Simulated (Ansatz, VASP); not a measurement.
# TiMoSe4 in VASP and in Ansatz

```
Ti Mo Se
1.0
     5.90911    0.00000    0.02108
     0.00000    3.42544    0.00000
    -0.06897    0.00000    6.84747
Ti Mo Se
1 1 4
Direct
  0.00000 0.00000 0.00000
  0.50000 0.50000 0.00000
  0.66953 0.00000 0.23841
  0.33047 0.00000 0.76159
  0.83398 0.50000 0.76304
  0.16602 0.50000 0.23696
```

Alike in both runs: functional PBE; k mesh 6 × 10 × 6; occupations gaussian, width 0.1 eV; no spin polarisation.

Ansatz relaxed the structure, and its values are those at the end. VASP's run is a single point on that final structure, the one shown.

```csv
,VASP,Ansatz
version,VASP 6.6.1,Ansatz 0.2.0
potentials or method,"VASP PAW PBE potentials, release 64 (Ti_sv, Mo_sv, Se), cutoff 520 eV","scalar-relativistic, plane waves, PAW"
valence electrons in the cell,50,90
```

```tsv
	VASP	Ansatz	Ansatz less VASP
gap on the k mesh at the Fermi level (eV)	none	none	-
pressure (GPa)	0.1	0.0	-0.14
rms of the force components (eV/Å)	0.009	0.001	-0.0081
```

A gap of «none» marks a metal or a gap that the smearing closes. VASP's potentials hold 50 valence electrons a cell and Ansatz's 90, so a difference there can come from the potentials and not from the codes.
